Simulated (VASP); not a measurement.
# KCl (Fm-3m) in VASP: notebook

KCl is run at these levels: r2SCANh, r2SCAN, HSE06; tasks: single point, relaxation of cell and atoms.

All numbers are computed with VASP 6.6.1; they aren't measurements. Logs are shortened: lines on timing, memory, paths and dates and some standing lists are left out, and cuts for length are marked.

## 1. The cell of the first run

Symmetry: Fm-3m, No. 225, cubic system. The conventional cell has a = 6.290 Å, b = 6.290 Å, c = 6.290 Å, α = 90.00°, β = 90.00°, γ = 90.00°. K (site symmetry m-3m) has 6 Cl at 3.14 Å within 4.1 Å. Cl (site symmetry m-3m) has 6 K at 3.14 Å within 4.1 Å.

## 2. Single point, r2SCANh

The input, POSCAR:

```
KCl
1.0
    0.0000000000      3.1448753854      3.1448753854
    3.1448753854      0.0000000000      3.1448753854
    3.1448753854      3.1448753854      0.0000000000
K Cl
1 1
Direct
    0.0000000000      0.0000000000      0.0000000000
    0.5000000000      0.5000000000      0.5000000000
```

The input, INCAR.step1:

```
SYSTEM = KCl
PREC = Accurate
ENCUT = 520
EDIFF = 1E-5
ISMEAR = 0
SIGMA = 0.01
LREAL = .FALSE.
LASPH = .TRUE.
NELM = 60
ALGO = Normal
ISIF = 2
LWAVE = .TRUE.
NBANDS = 15
GGA = PE
```

The input, INCAR.step2:

```
SYSTEM = KCl
PREC = Accurate
ENCUT = 520
EDIFF = 1E-7
ISMEAR = 0
SIGMA = 0.01
LREAL = .FALSE.
LASPH = .TRUE.
NELM = 60
ALGO = Normal
ISIF = 2
LWAVE = .FALSE.
LCHARG = .TRUE.
METAGGA = R2SCAN
LHFCALC = .TRUE.
AEXX = 0.1
LMIXTAU = .TRUE.
PRECFOCK = Normal
LELF = .TRUE.
LVHAR = .TRUE.
NBANDS = 15
ISTART = 1
```

The input, KPOINTS:

```
regular mesh
0
G
  6 6 6
  0 0 0
```

Potentials or basis: VASP PAW PBE potentials, release 64 (K_sv, Cl).

Launch:

```
$ cat potpaw_PBE.64/K_sv/POTCAR potpaw_PBE.64/Cl/POTCAR > POTCAR
$ cp INCAR.step1 INCAR
$ mpirun -np 1 vasp_std > vasp.out
$ cp INCAR.step2 INCAR
$ mpirun -np 1 vasp_std > vasp.out
```

OUTCAR:

```text
SYSTEM = KCl
   PREC = Accurate
   ENCUT = 520
   EDIFF = 1E-7
   ISMEAR = 0
   LREAL = .FALSE.
   LASPH = .TRUE.
   NELM = 60
   ISIF = 2
   METAGGA = R2SCAN
   LHFCALC = .TRUE.
   AEXX = 0.1
   PRECFOCK = Normal
   ISTART = 1

 ion  position               nearest neighbor table
   1  0.000  0.000  0.000-   2 3.14   2 3.14   2 3.14   2 3.14   2 3.14   2 3.14
   2  0.500  0.500  0.500-   1 3.14   1 3.14   1 3.14   1 3.14   1 3.14   1 3.14

  LATTYP: Found a face centered cubic cell.
 ALAT       =     6.2897507708

  Lattice vectors:

 A1 = (   0.0000000000,   3.1448753854,   3.1448753854)
 A2 = (   3.1448753854,   0.0000000000,   3.1448753854)
 A3 = (   3.1448753854,   3.1448753854,   0.0000000000)

Analysis of symmetry for initial positions (statically):
=====================================================================
 Subroutine PRICEL returns:
 Original cell was already a primitive cell.

 Routine SETGRP: Setting up the symmetry group for a
 face centered cubic supercell.

 Subroutine GETGRP returns: Found 48 space group operations
 (whereof 48 operations were pure point group operations)
 out of a pool of 48 trial point group operations.

The static configuration has the point symmetry O_h .

Analysis of symmetry for dynamics (positions and initial velocities):
=====================================================================
 Subroutine PRICEL returns:
 Original cell was already a primitive cell.

 Routine SETGRP: Setting up the symmetry group for a
 face centered cubic supercell.

 Subroutine GETGRP returns: Found 48 space group operations
 (whereof 48 operations were pure point group operations)
 out of a pool of 48 trial point group operations.

The dynamic configuration has the point symmetry O_h .

 Subroutine INISYM returns: Found 48 space group operations
 (whereof 48 operations are pure point group operations),
 and found     1 'primitive' translations

----------------------------------------------------------------------------------------

                                     Primitive cell

  volume of cell :      62.2072

  direct lattice vectors                    reciprocal lattice vectors
     0.000000000  3.144875385  3.144875385    -0.158988812  0.158988812  0.158988812
     3.144875385  0.000000000  3.144875385     0.158988812 -0.158988812  0.158988812
     3.144875385  3.144875385  0.000000000     0.158988812  0.158988812 -0.158988812

  length of vectors
[... 90 lines left out ...]
   IALGO  =     38    algorithm
   IMIX   =      1    mixing-type and parameters
     AMIX     =   0.40;   BMIX     =  1.00
     AMIX_MAG =   1.60;   BMIX_MAG =  1.00
  volume/ion in A,a.u.               =      31.10       209.90
  Fermi-wavevector in a.u.,A,eV,Ry     =   1.041121  1.967434 14.747815  1.083934
  Thomas-Fermi vector in A             =   2.175728
   LORBIT       =      0    0 simple, 1 ext, 2 COOP (PROOUT), +10 PAW based schemes
   METAGGA = R2SCAN    functional components
   LHFCALC =     T    Hartree Fock is set to
   PRECFOCK=normal    Normal, Fast or Accurate (Low or Medium for compatibility)
   ENCUT4O =  -1.0   cutoff for four orbital integrals eV
   NKREDX  =     1    reduce k-point grid by
   NKREDY  =     1    reduce k-point grid by
   NKREDZ  =     1    reduce k-point grid by
   AEXX    =    0.1000 exact exchange contribution
   HFSCREEN=    0.0000 screening length (either q_TF or 0.3 A-1)
   HFSCREENC=   0.0000 screening length for correlation (either q_TF or 0.3 A-1)
   ENCUTFOCK=  -1.0 apply spherical cutoff to Coloumb kernel
   IVDW    =     0    specifies the selected vdW correction
   LEPSILON=     F    determine dielectric tensor
   LRPA    =     F    only Hartree local field effects (RPA)
 non-spin polarized calculation
 Gauss-broadening in eV      SIGMA  =   0.01
  energy-cutoff  :      520.00
  volume of cell :       62.21
 maximum number of plane-waves:      1694
 NGX is ok and might be reduce to    36
  NGX = 28; NGY = 28; NGZ = 28

 number of electron      16.0000001 magnetization

 Free energy of the ion-electron system (eV)
  ---------------------------------------------------
  ext. energy  EPLUGINS =         0.00000000
  ---------------------------------------------------
  free energy    TOTEN  =       -16.14710260 eV

  energy without entropy =      -16.14710260  energy(sigma->0) =      -16.14710260

 E-fermi :  -2.5990     XC(G=0):  -7.2747

 val. band max:       -2.7512779965   @ k =   0.0000   0.0000   0.0000
 cond. band min:       3.7773282274   @ k =   0.0000   0.0000   0.0000
 fundamental gap:      6.5286062240
 Fermi energy:        -2.5990183868

 k-point     1 :       0.0000    0.0000    0.0000
  band No.  band energies     occupation
      1     -31.7044      2.00000
      2     -15.8125      2.00000
      3     -13.9582      2.00000
      4     -13.9582      2.00000
      5     -13.9582      2.00000
      6      -2.7513      2.00000
      7      -2.7513      2.00000
      8      -2.7513      2.00000
      9       3.7773      0.00000
     10       7.0961      0.00000
     11       7.0961      0.00000
     12       7.0961      0.00000
     13       8.1810      0.00000
     14       8.1810      0.00000
[... 257 lines left out ...]
      2     -15.7697      2.00000
      3     -14.0797      2.00000
      4     -14.0362      2.00000
      5     -13.9112      2.00000
      6      -3.3545      2.00000
      7      -3.1852      2.00000
      8      -3.1283      2.00000
      9       5.7888      0.00000
     10       7.5432      0.00000
     11       7.9907      0.00000
     12       9.1880      0.00000
     13      10.0072      0.00000
     14      10.7594      0.00000
     15      11.2844      0.00000

------------------------ aborting loop because EDIFF is reached ----------------------------------------

  FORCE on cell =-STRESS in cart. coord.  units (eV):
  Direction    XX          YY          ZZ          XY          YZ          ZX
  --------------------------------------------------------------------------------------
  -------------------------------------------------------------------------------------
  Total       -0.0102246     -0.0102246     -0.0102246     -0.0000000      0.0000000      0.0000000
  in kB       -0.2633397     -0.2633397     -0.2633397     -0.0000000      0.0000000      0.0000000
  external PRESSURE =      -0.2633397 kB  Pullay stress =       0.0000000 kB

 VOLUME and BASIS-vectors are now :
 -----------------------------------------------------------------------------
  energy-cutoff  :      520.00
  volume of cell :       62.21
      direct lattice vectors                 reciprocal lattice vectors
     0.000000000  3.144875385  3.144875385    -0.158988812  0.158988812  0.158988812
     3.144875385  0.000000000  3.144875385     0.158988812 -0.158988812  0.158988812
     3.144875385  3.144875385  0.000000000     0.158988812  0.158988812 -0.158988812

 POSITION                                       TOTAL-FORCE (eV/Angst)
 -----------------------------------------------------------------------------------
      0.00000      0.00000      0.00000         0.000000      0.000000      0.000000
      3.14488      3.14488      3.14488         0.000000      0.000000      0.000000
 -----------------------------------------------------------------------------------
    total drift:                               -0.000000     -0.000000     -0.000000

  FREE ENERGIE OF THE ION-ELECTRON SYSTEM (eV)
  ---------------------------------------------------
  free  energy   TOTEN  =       -16.1471026045 eV

  energy  without entropy=      -16.1471026045  energy(sigma->0) =      -16.14710260
```

OSZICAR.step1:

```text
N       E                     dE             d eps       ncg     rms          rms(c)
DAV:   1     0.101540299285E+03    0.10154E+03   -0.70100E+03   480   0.950E+02
DAV:   2    -0.927946491469E+00   -0.10247E+03   -0.95177E+02   615   0.236E+02
DAV:   3    -0.687057220872E+01   -0.59426E+01   -0.59089E+01   669   0.515E+01
DAV:   4    -0.709282819159E+01   -0.22226E+00   -0.22218E+00   759   0.870E+00
DAV:   5    -0.709433229514E+01   -0.15041E-02   -0.15041E-02   669   0.800E-01    0.333E+00
DAV:   6    -0.680469681857E+01    0.28964E+00   -0.41942E-01   599   0.327E+00    0.273E+00
DAV:   7    -0.678992402005E+01    0.14773E-01   -0.10352E-01   648   0.182E+00    0.157E+00
DAV:   8    -0.680206189148E+01   -0.12138E-01   -0.15895E-02   650   0.947E-01    0.180E-01
DAV:   9    -0.680279055918E+01   -0.72867E-03   -0.91707E-04   606   0.189E-01    0.962E-02
DAV:  10    -0.680337316021E+01   -0.58260E-03   -0.60954E-04   529   0.155E-01    0.200E-02
DAV:  11    -0.680337769375E+01   -0.45335E-05   -0.21701E-05   657   0.269E-02
   1 F= -.68033777E+01 E0= -.68033777E+01  d E =-.394963E-30
```

It took 51 min on 1 thread of AMD EPYC 7R13 (Zen 3), shared host; peak memory 0.23 GiB.

What came out:

| Item | Value |
| --- | --- |
| Free energy | -16.1471 eV |
| Pressure | 0.0 GPa |
| Band gap on the k mesh | 6.53 eV |

Levels at points of the mesh, in eV from the valence-band top:
| k point | band 6 | band 7 | band 8 | band 9 | band 10 | band 11 |
| --- | --- | --- | --- | --- | --- | --- |
| (0.00, 0.00, 0.00) | 0.00 | 0.00 | 0.00 | 6.53 | 9.85 | 9.85 |
| (0.50, 0.00, 0.00) | -1.08 | -0.33 | -0.33 | 8.85 | 10.04 | 12.23 |
| (0.50, 0.50, 0.00) | -0.70 | -0.24 | -0.24 | 7.78 | 9.97 | 11.45 |

Caveat: the PAW data sets were made with another functional, which shifts forces and pressure a little.

## 3. Relaxation of cell and atoms, r2SCAN

This run uses another cell than the first one, of 32.43 Å³/atom.

The input, POSCAR:

```
KCl
1.0
    0.0000000000      3.1888501448      3.1888501448
    3.1888501448      0.0000000000      3.1888501448
    3.1888501448      3.1888501448      0.0000000000
K Cl
1 1
Direct
    0.0000000000      0.0000000000      0.0000000000
    0.5000000000      0.5000000000      0.5000000000
```

The input, INCAR.step1:

```
SYSTEM = KCl
ALGO     = Normal         ! electronic algorithm
EDIFF    = 1E-4           ! SCF threshold, eV
ENCUT    = 600            ! plane-wave cutoff, eV
GGA      = PE             ! functional
ISMEAR   = -1             ! smearing method
LASPH    = .TRUE.         ! aspherical terms in the spheres
LCHARG   = .FALSE.        ! write CHGCAR
LREAL    = .FALSE.        ! projectors in reciprocal space
LWAVE    = .TRUE.         ! write WAVECAR
NELM     = 100            ! most SCF steps
PREC     = Accurate       ! precision mode
SIGMA    = 0.02           ! smearing width, eV
```

The input, INCAR.step2:

```
SYSTEM = KCl
ALGO     = Normal         ! electronic algorithm
EDIFF    = 1E-7           ! SCF threshold, eV
EDIFFG   = -0.005         ! ionic threshold
ENCUT    = 600            ! plane-wave cutoff, eV
IBRION   = 2              ! ionic algorithm
ISIF     = 3              ! what is computed and relaxed
ISMEAR   = -1             ! smearing method
ISTART   = 1            
LASPH    = .TRUE.         ! aspherical terms in the spheres
LCHARG   = .FALSE.        ! write CHGCAR
LMIXTAU  = .TRUE.       
LREAL    = .FALSE.        ! projectors in reciprocal space
LWAVE    = .FALSE.        ! write WAVECAR
METAGGA  = R2SCAN         ! meta-GGA
NELM     = 100            ! most SCF steps
NSW      = 80             ! ionic steps
PREC     = Accurate       ! precision mode
SIGMA    = 0.02           ! smearing width, eV
```

The input, KPOINTS:

```
k-points
0
G
  6 6 6
  0 0 0
```

Potentials or basis: VASP PAW PBE potentials, release 64 (K_sv, Cl).

Launch:

```
$ cat potpaw_PBE.64/K_sv/POTCAR potpaw_PBE.64/Cl/POTCAR > POTCAR
$ cp INCAR.step1 INCAR
$ mpirun -np 1 vasp_std > vasp.out
$ cp INCAR.step2 INCAR
$ mpirun -np 1 vasp_std > vasp.out
```

Wall time 6.8 min (1 thread of Oxide Virtual Turin-like, shared host); peak memory 0.2 GiB.

Results (log left out):

| Item | Value |
| --- | --- |
| Free energy | -16.5079 eV |
| Relaxed volume | 31.21 Å³/atom |
| Relaxed cell | a = 4.453 Å, b = 4.453 Å, c = 4.453 Å, α = 60.00°, β = 60.00°, γ = 60.00° |
| Space group after relaxing (to 0.1 Å) | Fm-3m (No. 225) |
| Energy gained by relaxing | 2.7 meV/atom |
| Ionic steps | 3 |
| Pressure after relaxing | 0.0 GPa |
| Band gap on the k mesh | 5.82 eV |

Step by step:
| step | energy change (eV) | largest force (eV/Å) | pressure (GPa) | volume (Å³) |
| --- | --- | --- | --- | --- |
| 1 | 0.0000 | 0.0000 | -0.69 | 64.85 |
| 2 | -0.0042 | 0.0000 | -0.35 | 63.56 |
| 3 | -0.0055 | 0.0000 | -0.02 | 62.43 |

Final structure:
```yaml
crystal:
  lattice:
    - [0.00000, 3.14858, 3.14858]
    - [3.14858, 0.00000, 3.14858]
    - [3.14858, 3.14858, 0.00000]
  atoms:
    - { symbol: K, position: [0.00000, 0.00000, 0.00000] }
    - { symbol: Cl, position: [0.50000, 0.50000, 0.50000] }
```

Levels at points of the mesh, in eV from the valence-band top:
| k point | band 4 | band 5 | band 6 | band 7 | band 8 | band 9 | band 10 | band 11 | band 12 |
| --- | --- | --- | --- | --- | --- | --- | --- | --- | --- |
| (0.00, 0.00, 0.00) | -10.96 | -10.96 | 0.00 | 0.00 | 0.00 | 5.82 | 9.03 | 9.03 | 9.03 |
| (0.50, 0.00, 0.00) | -10.97 | -10.74 | -1.04 | -0.32 | -0.32 | 8.13 | 9.23 | 11.32 | 11.32 |
| (0.50, 0.50, 0.00) | -11.02 | -11.02 | -0.67 | -0.23 | -0.23 | 7.03 | 9.21 | 10.68 | 11.11 |

Caveat: the PAW data sets were made with another functional, which shifts forces and pressure a little.

## 4. Single point, HSE06

This run uses another cell than the first one, of 31.91 Å³/atom.

The input, POSCAR:

```
KCl
1.0
    0.0000000000      3.1718407653      3.1718407653
    3.1718407653      0.0000000000      3.1718407653
    3.1718407653      3.1718407653      0.0000000000
K Cl
1 1
Direct
    0.0000000000      0.0000000000      0.0000000000
    0.5000000000      0.5000000000      0.5000000000
```

The input, INCAR.step1:

```
PREC     = Accurate       # precision mode
ENCUT    = 520            # plane-wave cutoff, eV
EDIFF    = 1E-5           # SCF threshold, eV
ISMEAR   = -1             # smearing method
SIGMA    = 0.02           # smearing width, eV
LREAL    = False          # projectors in reciprocal space
LASPH    = True           # aspherical terms in the spheres
NELM     = 60             # most SCF steps
ALGO     = Normal         # electronic algorithm
ISIF     = 2              # what is computed and relaxed
LWAVE    = True           # write WAVECAR
LCHARG   = False          # write CHGCAR
NBANDS   = 15             # bands
GGA      = PE             # functional
```

The input, INCAR.step2:

```
PREC     = Accurate       # precision mode
ENCUT    = 520            # plane-wave cutoff, eV
EDIFF    = 1E-7           # SCF threshold, eV
ISMEAR   = -1             # smearing method
SIGMA    = 0.02           # smearing width, eV
LREAL    = False          # projectors in reciprocal space
LASPH    = True           # aspherical terms in the spheres
NELM     = 60             # most SCF steps
ALGO     = Normal         # electronic algorithm
ISIF     = 2              # what is computed and relaxed
LWAVE    = False          # write WAVECAR
LCHARG   = False          # write CHGCAR
GGA      = PE             # functional
LHFCALC  = True           # exact exchange
HFSCREEN = 0.2079         # screening, 1/A
PRECFOCK = Normal       
NBANDS   = 15             # bands
ISTART   = 1
```

The input, KPOINTS:

```
regular mesh
0
Gamma
  4 4 4
```

Launch:

```
$ cat potpaw_PBE.64/K_sv/POTCAR potpaw_PBE.64/Cl/POTCAR > POTCAR
$ cp INCAR.step1 INCAR
$ mpirun -np 1 vasp_std > vasp.out
$ cp INCAR.step2 INCAR
$ mpirun -np 1 vasp_std > vasp.out
```

It took 13 min on 1 thread of Oxide Virtual Turin-like, shared host; peak memory 0.28 GiB.

It converged, with:

```
Free energy            : -7.8682 eV
Pressure               : 0.0 GPa
Band gap on the k mesh : 6.41 eV
```

Levels at points of the mesh, in eV from the valence-band top:
```
           k point  band 4  band 5  band 6  band 7  band 8  band 9  band 10  band 11  band 12  band 13
(0.00, 0.00, 0.00)  -11.43  -11.43    0.00    0.00    0.00    6.41     9.90     9.90     9.90    10.89
(0.50, 0.00, 0.00)  -11.44  -11.22   -1.05   -0.32   -0.32    8.82     9.99    12.22    12.22    12.80
(0.50, 0.50, 0.00)  -11.48  -11.48   -0.68   -0.24   -0.24    7.91     9.70    11.34    11.97    12.31
```

Caveat: the k points lie up to 0.43 Å⁻¹ apart; the PAW data sets were made with another functional, which shifts forces and pressure a little.

## 5. Summary

| task | level | cell | k mesh | cutoff (eV) | smearing | grid for exact exchange (PRECFOCK) | share of exact exchange | screening parameter | gap on the mesh (eV) | pressure (GPa) |
| --- | --- | --- | --- | --- | --- | --- | --- | --- | --- | --- |
| single point | r2SCANh | a = 4.448 Å, angles 60.0°, 2 atoms | 6 × 6 × 6 | 520 | gaussian 0.01 eV | Normal | 0.1 | - | 6.53 | 0.0 |
| relaxation of cell and atoms | r2SCAN | relaxed from a = 4.510 Å, angles 60.0°, 2 atoms | 6 × 6 × 6 | 600 | fermi-dirac 0.02 eV | - | - | - | 5.82 | 0.0 |
| single point | HSE06 | a = 4.486 Å, angles 60.0°, 2 atoms | 4 × 4 × 4 | 520 | fermi-dirac 0.02 eV | Normal | 0.25 | 0.2079 1/Å | 6.41 | 0.0 |

Alike in all rows: potentials or basis VASP PAW PBE potentials, release 64 (K_sv, Cl); no spin polarisation.

Caveats: some runs use coarse meshes; the PAW data sets were made with another functional, which shifts forces and pressure a little.

Absolute energies hang on the potentials; compare differences alone.
